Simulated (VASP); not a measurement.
**CdS: single point with PBEsol**

The system is CdS.

```
CELL_PARAMETERS angstrom
3.98327 0.00000 -0.00009
0.00000 5.63320 -0.00002
1.99159 -2.81661 2.13185
ATOMIC_POSITIONS crystal
Cd 0.00001 0.00847 0.99999
S 0.49999 0.74153 0.00001
```

```json
{
 "Program": "VASP 6.6.1",
 "Task": "single point",
 "Functional": "PBEsol",
 "Potentials or basis": "VASP PAW PBE potentials, release 64 (Cd, S)",
 "Cutoff": "520 eV",
 "k mesh": "7 × 5 × 12",
 "Occupations": "gaussian, width 0.02 eV",
 "Spin": "no spin polarisation"
}
```

```json
{"Pressure": "2.3 GPa", "Largest force": "0.006 eV/Å", "Band gap on the k mesh": "0.94 eV, direct"}
```

Forces on the atoms (eV/Å):
```
Cd   0.000  0.006  0.000
S    0.000 -0.006  0.000
```

Stress tensor (GPa, compression positive):
```
3.85 0.00 0.00
0.00 2.66 0.00
0.00 0.00 0.47
```

Levels at points of the mesh, in eV from the valence-band top:
```csv
k point,band 6,band 7,band 8,band 9,band 10,band 11,band 12,band 13
"(0.00, 0.00, 0.00)",-7.43,-0.27,-0.06,0.00,0.94,5.97,6.41,6.80
"(0.00, 0.00, 0.50)",-6.90,-4.13,-2.52,-1.91,2.85,4.28,9.38,10.69
```

Wall time 77 s on 1 thread of Intel(R) Xeon(R) 6975P-C (Granite Rapids) (shared host), peak memory 0.3 GiB.

Caveat: the PAW data sets were made with another functional, which shifts forces and pressure a little. Expect the measured gap to be larger: semilocal functionals such as PBEsol lack the derivative discontinuity.
